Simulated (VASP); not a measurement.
# Hf2H3 (P4/mmm) in VASP: further runs

The runs below take Hf2H3 through relaxation of cell and atoms, with PBE.

Program: VASP 6.6.1. These are calculated values, not measurements. Logs are shortened: lines on timing, memory, paths and dates and some standing lists are left out, and cuts for length are marked.

### Step 1. The cell of the first run

It takes space group P4/mmm (No. 123, tetragonal). Conventional cell: a = 3.549 Å, b = 3.549 Å, c = 5.738 Å, α = 90.00°, β = 90.00°, γ = 90.00°. Within 3.9 Å of Hf (site symmetry 4/mmm) lie 6 Hf at 2.87 to 3.55 Å and 16 H at 3.37 to 3.81 Å. Hf (site symmetry 4/mmm) has 4 H at 1.77 Å within 2.4 Å. Within 2.4 Å of H (site symmetry mmm) lie 2 Hf at 1.77 Å and 2 H at 1.77 Å. Within 2.4 Å of H (site symmetry 4/mmm) lie 4 H at 1.77 Å.

The cell was built from a structure type or drawn by symmetry, and may not be a known phase.

### Step 2. Relaxation of cell and atoms, PBE

File INCAR:

```
PREC = Accurate
ENCUT = 600
EDIFF = 1E-7
ISMEAR = 0
SIGMA = 0.1
LREAL = F
LASPH = T
NELM = 60
ALGO = Normal
ISIF = 3
LWAVE = F
LCHARG = F
GGA = PE
IBRION = 2
NSW = 90
EDIFFG = -0.04
```

File KPOINTS:

```
regular mesh
0
Gamma
  6 6 4
```

File POSCAR:

```
Hf2H3
1.0
    3.5489496024      0.0000000000      0.0000000000
    0.0000000000      3.5489496024      0.0000000000
    0.0000000000      0.0000000000      5.7379078011
Hf H
2 3
Direct
    0.5000000000      0.5000000000      0.5000000000
    0.5000000000      0.5000000000      0.0000000000
    0.5000000000      0.0000000000      0.0000000000
    0.0000000000      0.5000000000      0.0000000000
    0.0000000000      0.0000000000      0.0000000000
```

Potentials or basis: VASP PAW PBE potentials, release 64 (Hf_pv, H).

Run with:

```sh
$ cat potpaw_PBE.64/Hf_pv/POTCAR potpaw_PBE.64/H/POTCAR > POTCAR
$ mpirun -np 1 vasp_std > vasp.out
```

OUTCAR:

```text
PREC = Accurate
   ENCUT = 600
   EDIFF = 1E-7
   ISMEAR = 0
   LREAL = F
   LASPH = T
   NELM = 60
   ISIF = 3
   GGA = PE
   IBRION = 2
   NSW = 90
   EDIFFG = -0.04

 ion  position               nearest neighbor table
   1  0.500  0.500  0.500-   2 2.87   2 2.87
   2  0.500  0.500  0.000-   3 1.77   4 1.77   3 1.77   4 1.77   1 2.87   1 2.87
   3  0.500  0.000  0.000-   2 1.77   2 1.77
   4  0.000  0.500  0.000-   2 1.77   2 1.77
   5  0.000  0.000  0.000-

  LATTYP: Found a simple tetragonal cell.
 ALAT       =     3.5489496024
 C/A-ratio  =     1.6167904434

  Lattice vectors:

 A1 = (   3.5489496024,   0.0000000000,   0.0000000000)
 A2 = (   0.0000000000,   3.5489496024,   0.0000000000)
 A3 = (   0.0000000000,   0.0000000000,   5.7379078011)

Analysis of symmetry for initial positions (statically):
=====================================================================
 Subroutine PRICEL returns:
 Original cell was already a primitive cell.

 Routine SETGRP: Setting up the symmetry group for a
 simple tetragonal supercell.

 Subroutine GETGRP returns: Found 16 space group operations
 (whereof 16 operations were pure point group operations)
 out of a pool of 16 trial point group operations.

The static configuration has the point symmetry D_4h.

Analysis of symmetry for dynamics (positions and initial velocities):
=====================================================================
 Subroutine PRICEL returns:
 Original cell was already a primitive cell.

 Routine SETGRP: Setting up the symmetry group for a
 simple tetragonal supercell.

 Subroutine GETGRP returns: Found 16 space group operations
 (whereof 16 operations were pure point group operations)
 out of a pool of 16 trial point group operations.

The dynamic configuration has the point symmetry D_4h.

 Subroutine INISYM returns: Found 16 space group operations
 (whereof 16 operations are pure point group operations),
 and found     1 'primitive' translations

----------------------------------------------------------------------------------------

                                     Primitive cell

  volume of cell :      72.2692

  direct lattice vectors                    reciprocal lattice vectors
     3.548949602  0.000000000  0.000000000     0.281773514  0.000000000  0.000000000
     0.000000000  3.548949602  0.000000000     0.000000000  0.281773514  0.000000000
     0.000000000  0.000000000  5.737907801     0.000000000  0.000000000  0.174279552

  length of vectors
     3.548949602  3.548949602  5.737907801     0.281773514  0.281773514  0.174279552

  position of ions in fractional coordinates (direct lattice)
     0.500000000  0.500000000  0.500000000
     0.500000000  0.500000000  0.000000000
     0.500000000  0.000000000  0.000000000
     0.000000000  0.500000000  0.000000000
     0.000000000  0.000000000  0.000000000

  ion indices of the primitive-cell ions
   primitive index   ion index
                 1           1
                 2           2
                 3           3
                 4           4
                 5           5

----------------------------------------------------------------------------------------

 KPOINTS: regular mesh

Automatic generation of k-mesh.
 Grid dimensions read from file:
 generate k-points for:    6    6    4

 Generating k-lattice:

  Cartesian coordinates                     Fractional coordinates (reciprocal lattice)
     0.046962252  0.000000000  0.000000000     0.166666667  0.000000000  0.000000000
     0.000000000  0.046962252  0.000000000     0.000000000  0.166666667  0.000000000
     0.000000000  0.000000000  0.043569888     0.000000000  0.000000000  0.250000000

  Length of vectors
     0.046962252  0.046962252  0.043569888

  Shift w.r.t. Gamma in fractional coordinates (k-lattice)
     0.000000000  0.000000000  0.000000000

 Subroutine IBZKPT returns following result:
 ===========================================

 Found     30 irreducible k-points:

 Following reciprocal coordinates:
            Coordinates               Weight
  0.000000  0.000000  0.000000      1.000000
  0.166667  0.000000  0.000000      4.000000
  0.333333  0.000000  0.000000      4.000000
  0.500000  0.000000  0.000000      2.000000
  0.166667  0.166667  0.000000      4.000000
  0.333333  0.166667  0.000000      8.000000
[... 16 lines left out ...]
  0.333333  0.000000  0.500000      4.000000
  0.500000  0.000000  0.500000      2.000000
 [... further k-points ...]
   k-points           NKPTS =     30   k-points in BZ     NKDIM =     30   number of bands    NBANDS=     15
   number of dos      NEDOS =    301   number of ions     NIONS =      5
   total plane-waves  NPLWV =  37632
   dimension x,y,z NGX =    28 NGY =   28 NGZ =   48
   dimension x,y,z NGXF=    56 NGYF=   56 NGZF=   96
   ions per type =               2   3
   NGX,Y,Z   is equivalent  to a cutoff of  13.12, 13.12, 13.91 a.u.
   NGXF,Y,Z  is equivalent  to a cutoff of  26.23, 26.23, 27.81 a.u.
 SYSTEM =  unknown system
   PREC   = accura    normal or accurate (medium, high low for compatibility)
   ISTART =      0    job   : 0-new  1-cont  2-samecut
   ICHARG =      2    charge: 1-file 2-atom 10-const
   ISPIN  =      1    spin polarized calculation?
   LNONCOLLINEAR =      F non collinear calculations
   LSORBIT =      F    spin-orbit coupling
   LASPH  =      T    aspherical Exc in radial PAW
   ENCUT  =  600.0 eV  44.10 Ry    6.64 a.u.   7.09  7.09 11.46*2*pi/ulx,y,z
   NELM   =     60;   NELMIN=  2; NELMDL= -5     # of ELM steps
   EDIFF  = 0.1E-06   stopping-criterion for ELM
   LREAL  =      F    real-space projection
   EDIFFG = -.4E-01   stopping-criterion for IOM
   NSW    =     90    number of steps for IOM
   IBRION =      2    ionic relax: 0-MD 1-quasi-New 2-CG
   NFREE  =      1    steps in history (QN), initial steepest desc. (CG)
   ISIF   =      3    stress and relaxation
   ISYM   =      2    0-nonsym 1-usesym 2-fastsym
   POTIM  = 0.5000    time-step for ionic-motion
   TEBEG  =    0.0;   TEEND  =   0.0 temperature during run
   PSTRESS=    0.0 pullay stress
   NELECT =      23.0000    total number of electrons
   NUPDOWN=      -1.0000    fix difference up-down
   EMIN   =  10.00;   EMAX   =-10.00  energy-range for DOS
   EFERMI =   0.00;   METHOD = LEGACY
   ISMEAR =     0;   SIGMA  =   0.10  broadening in eV -4-tet -1-fermi 0-gaus
   EFERMI_NEDOS =   21; number of points for ismear=-14 and -15
   IALGO  =     38    algorithm
   IMIX   =      4    mixing-type and parameters
     AMIX     =   0.40;   BMIX     =  1.00
     AMIX_MAG =   1.60;   BMIX_MAG =  1.00
  volume/ion in A,a.u.               =      14.45        97.54
  Fermi-wavevector in a.u.,A,eV,Ry     =   1.117720  2.112185 16.997732  1.249298
  Thomas-Fermi vector in A             =   2.254345
   LORBIT       =      0    0 simple, 1 ext, 2 COOP (PROOUT), +10 PAW based schemes
   GGA     = PE    functional components
   LHFCALC =     F    Hartree Fock is set to
   AEXX    =    0.0000 exact exchange contribution
   IVDW    =     0    specifies the selected vdW correction
   LEPSILON=     F    determine dielectric tensor
   LRPA    =     F    only Hartree local field effects (RPA)
 conjugate gradient relaxation of ions
 non-spin polarized calculation
 Gauss-broadening in eV      SIGMA  =   0.10
  energy-cutoff  :      600.00
  volume of cell :       72.27
 maximum number of plane-waves:      2440
   NGX = 15   NGY = 15   NGZ = 23

--------------------------------------- Ionic step        1  -------------------------------------------

 number of electron      23.0000001 magnetization

 Free energy of the ion-electron system (eV)
  ---------------------------------------------------
  ext. energy  EPLUGINS =         0.00000000
  ---------------------------------------------------
  free energy    TOTEN  =       -25.48798635 eV

  energy without entropy =      -25.47183617  energy(sigma->0) =      -25.47991126

------------------------ aborting loop because EDIFF is reached ----------------------------------------

  FORCE on cell =-STRESS in cart. coord.  units (eV):
  Direction    XX          YY          ZZ          XY          YZ          ZX
  --------------------------------------------------------------------------------------
  -------------------------------------------------------------------------------------
  Total       -0.3149755     -0.3149755      0.8757968      0.0000000      0.0000000     -0.0000000
  in kB       -6.9828723     -6.9828723     19.4160421      0.0000000      0.0000000     -0.0000000
  external PRESSURE =       1.8167659 kB  Pullay stress =       0.0000000 kB
[... 63 lines left out ...]
  energy  without entropy=      -25.4808369535  energy(sigma->0) =      -25.48785566

--------------------------------------- Ionic step        3  -------------------------------------------

 number of electron      23.0000000 magnetization

 Free energy of the ion-electron system (eV)
  ---------------------------------------------------
  ext. energy  EPLUGINS =         0.00000000
  ---------------------------------------------------
  free energy    TOTEN  =       -25.49642686 eV

  energy without entropy =      -25.48272968  energy(sigma->0) =      -25.48957827

 E-fermi :   2.2846     XC(G=0):  -9.6521

 val. band max:        2.2597076864   @ k =   0.1667   0.1667   0.5000
 cond. band min:       2.2920060019   @ k =   0.5000   0.5000   0.5000
 fundamental gap:      0.0322983155
 Fermi energy:         2.2846210976

 k-point     1 :       0.0000    0.0000    0.0000
  band No.  band energies     occupation
      1     -29.1950      2.00000
      2     -29.0250      2.00000
      3     -29.0250      2.00000
      4     -28.0472      2.00000
      5     -28.0472      2.00000
      6     -27.8682      2.00000
      7      -6.9954      2.00000
      8      -3.6774      2.00000
      9      -1.6685      2.00000
     10       1.0058      2.00000
     11       2.0606      1.99847
     12       2.4881      0.00400
     13       3.3231      0.00000
     14       3.3231      0.00000
     15       5.1183      0.00000
[... 397 lines left out ...]
 k-point    24 :       0.5000    0.0000    0.5000
  band No.  band energies     occupation
      1     -29.1522      2.00000
      2     -29.0254      2.00000
      3     -29.0128      2.00000
      4     -28.3195      2.00000
      5     -28.0394      2.00000
      6     -28.0356      2.00000
      7      -4.4632      2.00000
      8      -3.3737      2.00000
      9       0.4646      2.00000
     10       0.9799      2.00000
     11       2.7402      0.00000
     12       2.7824      0.00000
     13       3.0705      0.00000
     14       3.9898      0.00000
     15       4.1671      0.00000

 [... further k-points ...]

------------------------ aborting loop because EDIFF is reached ----------------------------------------

  FORCE on cell =-STRESS in cart. coord.  units (eV):
  Direction    XX          YY          ZZ          XY          YZ          ZX
  --------------------------------------------------------------------------------------
  -------------------------------------------------------------------------------------
  Total        0.0937392      0.0937392      0.0961726      0.0000000      0.0000000      0.0000000
  in kB        2.0701275      2.0701275      2.1238656      0.0000000      0.0000000      0.0000000
  external PRESSURE =       2.0880402 kB  Pullay stress =       0.0000000 kB
[... 20 lines left out ...]
  FREE ENERGIE OF THE ION-ELECTRON SYSTEM (eV)
  ---------------------------------------------------
  free  energy   TOTEN  =       -25.4964268613 eV

  energy  without entropy=      -25.4827296755  energy(sigma->0) =      -25.48957827

 reached required accuracy - stopping structural energy minimisation
```

It took 48 s on 1 thread of Intel Xeon 6975P-C (Granite Rapids), shared host; peak memory 0.21 GiB.

What came out:

```yaml
Free_energy: -25.4964 eV
Relaxed_volume: 14.51 Å³/atom
Relaxed_cell: a = 3.531 Å, b = 3.531 Å, c = 5.820 Å, α = 90.00°, β = 90.00°, γ = 90.00°
Space_group_after_relaxing_to_0.1_Å: P4/mmm (No. 123)
Energy_gained_by_relaxing: 1.7 meV/atom
Ionic_steps: 3
Pressure_after_relaxing: 0.2 GPa
Band_gap_on_the_k_mesh: zero (an odd number of electrons rules out a gap without spin polarisation)
```

Step by step:
| step | energy change (eV) | largest force (eV/Å) | pressure (GPa) | volume (Å³) |
| --- | --- | --- | --- | --- |
| 1 | 0.0000 | 0.0000 | 0.18 | 72.27 |
| 2 | -0.0069 | 0.0000 | 0.20 | 72.44 |
| 3 | -0.0084 | 0.0000 | 0.21 | 72.55 |

Final structure:
```cif
data_structure
_symmetry_space_group_name_H-M 'P 1'
_symmetry_Int_Tables_number 1
_cell_length_a 3.5308
_cell_length_b 3.5308
_cell_length_c 5.8197
_cell_angle_alpha 90.000
_cell_angle_beta 90.000
_cell_angle_gamma 90.000
_cell_volume 72.55
loop_
_atom_site_label
_atom_site_type_symbol
_atom_site_fract_x
_atom_site_fract_y
_atom_site_fract_z
_atom_site_occupancy
Hf1 Hf 0.50000 0.50000 0.50000 1
Hf2 Hf 0.50000 0.50000 0.00000 1
H1 H 0.50000 0.00000 0.00000 1
H2 H 0.00000 0.50000 0.00000 1
H3 H 0.00000 0.00000 0.00000 1
```

Caveat: spin-orbit coupling is left out, which moves the levels of the heavy elements.

### Step 3. Relaxation of cell and atoms, PBE

This run uses another cell than the first one, of 14.57 Å³/atom.

File INCAR:

```
SYSTEM = Hf2H3
  PREC = Accurate
  ENCUT = 600
  EDIFF = 1E-6
  ISMEAR = 0
  SIGMA = 0.1
  LREAL = .False.
  LASPH = .True.
  NELM = 60
  ALGO = Normal
  ISIF = 3
  LWAVE = .False.
  LCHARG = .False.
  GGA = PE
  IBRION = 2
  NSW = 100
  EDIFFG = -0.01
```

File KPOINTS:

```
regular mesh
0
Gamma
  10 10 6
  0 0 0
```

Changes to POSCAR since step 2:

```diff
@@ -2,5 +2,5 @@
 1.0
-    3.5489496024      0.0000000000      0.0000000000
-    0.0000000000      3.5489496024      0.0000000000
-    0.0000000000      0.0000000000      5.7379078011
+    3.5313173356      0.0000000000      0.0000000000
+    0.0000000000      3.5313173356      0.0000000000
+    0.0000000000      0.0000000000      5.8427433410
 Hf H
```

Potentials or basis: VASP PAW PBE potentials, release 64 (Hf_pv, H).

Run with:

```sh
$ cat potpaw_PBE.64/Hf_pv/POTCAR potpaw_PBE.64/H/POTCAR > POTCAR
$ mpirun -np 1 vasp_std > vasp.out
```

OUTCAR:

```text
SYSTEM = Hf2H3
   PREC = Accurate
   ENCUT = 600
   EDIFF = 1E-6
   ISMEAR = 0
   LREAL = .False.
   LASPH = .True.
   NELM = 60
   ISIF = 3
   GGA = PE
   IBRION = 2
   NSW = 100
   EDIFFG = -0.01

 ion  position               nearest neighbor table
   1  0.500  0.500  0.500-   2 2.92   2 2.92
   2  0.500  0.500  0.000-   3 1.77   4 1.77   3 1.77   4 1.77   1 2.92   1 2.92
   3  0.500  0.000  0.000-   2 1.77   2 1.77
   4  0.000  0.500  0.000-   2 1.77   2 1.77
   5  0.000  0.000  0.000-

  LATTYP: Found a simple tetragonal cell.
 ALAT       =     3.5313173356
 C/A-ratio  =     1.6545506353

  Lattice vectors:

 A1 = (   3.5313173356,   0.0000000000,   0.0000000000)
 A2 = (   0.0000000000,   3.5313173356,   0.0000000000)
 A3 = (   0.0000000000,   0.0000000000,   5.8427433410)

Analysis of symmetry for initial positions (statically):
=====================================================================
 Subroutine PRICEL returns:
 Original cell was already a primitive cell.

 Routine SETGRP: Setting up the symmetry group for a
 simple tetragonal supercell.

 Subroutine GETGRP returns: Found 16 space group operations
 (whereof 16 operations were pure point group operations)
 out of a pool of 16 trial point group operations.

The static configuration has the point symmetry D_4h.

Analysis of symmetry for dynamics (positions and initial velocities):
=====================================================================
[... 403 lines left out ...]
  ext. energy  EPLUGINS =         0.00000000
  ---------------------------------------------------
  free energy    TOTEN  =       -25.44140882 eV

  energy without entropy =      -25.41479677  energy(sigma->0) =      -25.42810279

 E-fermi :   2.2567     XC(G=0):  -9.6222

 val. band max:        2.2536057609   @ k =   0.3000   0.1000   0.0000
 cond. band min:       2.2587260233   @ k =   0.4000   0.2000   0.3333
 fundamental gap:      0.0051202624
 Fermi energy:         2.2567466850

 k-point     1 :       0.0000    0.0000    0.0000
  band No.  band energies     occupation
      1     -29.1732      2.00000
      2     -29.0471      2.00000
      3     -29.0471      2.00000
      4     -28.1252      2.00000
      5     -28.1252      2.00000
      6     -27.8798      2.00000
      7      -7.0638      2.00000
      8      -3.7660      2.00000
      9      -1.6752      2.00000
     10       1.0318      2.00000
     11       2.0414      1.99767
     12       2.4544      0.00519
     13       3.3241      0.00000
     14       3.3241      0.00000
[... 401 lines left out ...]
      2     -29.0908      2.00000
      3     -29.0431      2.00000
      4     -28.2187      2.00000
      5     -28.1211      2.00000
      6     -27.9163      2.00000
      7      -6.4067      2.00000
      8      -3.4065      2.00000
      9      -1.1964      2.00000
     10       1.1832      2.00000
     11       1.7461      2.00000
     12       2.3973      0.04679
     13       3.5848      0.00000
     14       3.7065      0.00000
     15       4.2858      0.00000

 [... further k-points ...]

------------------------ aborting loop because EDIFF is reached ----------------------------------------

  FORCE on cell =-STRESS in cart. coord.  units (eV):
  Direction    XX          YY          ZZ          XY          YZ          ZX
  --------------------------------------------------------------------------------------
  -------------------------------------------------------------------------------------
  Total        0.0001509      0.0001509     -0.0354647      0.0000000      0.0000000      0.0000000
  in kB        0.0033066      0.0033066     -0.7772742      0.0000000      0.0000000      0.0000000
  external PRESSURE =      -0.2568870 kB  Pullay stress =       0.0000000 kB
[... 20 lines left out ...]
  FREE ENERGIE OF THE ION-ELECTRON SYSTEM (eV)
  ---------------------------------------------------
  free  energy   TOTEN  =       -25.4414088150 eV

  energy  without entropy=      -25.4147967717  energy(sigma->0) =      -25.42810279

 reached required accuracy - stopping structural energy minimisation
```

CONTCAR:

```text
Hf2H3
   1.00000000000000
     3.5387792726657792   -0.0000000000000000    0.0000000000000000
     0.0000000000000000    3.5387792726657792   -0.0000000000000000
     0.0000000000000000    0.0000000000000000    5.8374818416265128
  Hf              H
     2     3
Direct
     0.5000000000000000    0.5000000000000000    0.5000000000000000
     0.5000000000000000    0.5000000000000000    0.0000000000000000
     0.5000000000000000    0.0000000000000000    1.0000000000000000
     1.0000000000000000    0.5000000000000000    0.0000000000000000
     0.0000000000000000    0.0000000000000000    1.0000000000000000

  0.00000000E+00  0.00000000E+00  0.00000000E+00
  0.00000000E+00  0.00000000E+00  0.00000000E+00
  0.00000000E+00  0.00000000E+00  0.00000000E+00
  0.00000000E+00  0.00000000E+00  0.00000000E+00
  0.00000000E+00  0.00000000E+00  0.00000000E+00
```

It took 2.8 min on 1 thread of Intel Xeon 6975P-C (Granite Rapids), shared host; peak memory 0.26 GiB.

Results:

* Free energy: -25.4414 eV
* Relaxed volume: 14.62 Å³/atom
* Relaxed cell: a = 3.539 Å, b = 3.539 Å, c = 5.837 Å, α = 90.00°, β = 90.00°, γ = 90.00°
* Space group after relaxing (to 0.1 Å): P4/mmm (No. 123)
* Energy gained by relaxing: 0.1 meV/atom
* Ionic steps: 7
* Pressure after relaxing: 0.0 GPa
* Band gap on the k mesh: zero (an odd number of electrons rules out a gap without spin polarisation)

The path:
```tsv
step	energy change (eV)	largest force (eV/Å)	pressure (GPa)	volume (Å³)
1	0.0000	0.0000	0.25	72.86
2	-0.0004	0.0000	0.00	73.10
3	-0.0004	0.0000	-0.06	73.16
4	-0.0004	0.0000	-0.06	73.14
5	-0.0004	0.0000	-0.04	73.13
6	-0.0004	0.0000	-0.03	73.14
7	-0.0004	0.0000	-0.03	73.10
```

Final structure:
```
Hf H
1.0
     3.53878    0.00000    0.00000
     0.00000    3.53878    0.00000
     0.00000    0.00000    5.83748
Hf H
2 3
Direct
  0.50000 0.50000 0.50000
  0.50000 0.50000 0.00000
  0.50000 0.00000 0.00000
  0.00000 0.50000 0.00000
  0.00000 0.00000 0.00000
```

Caveat: spin-orbit coupling is left out, which moves the levels of the heavy elements.
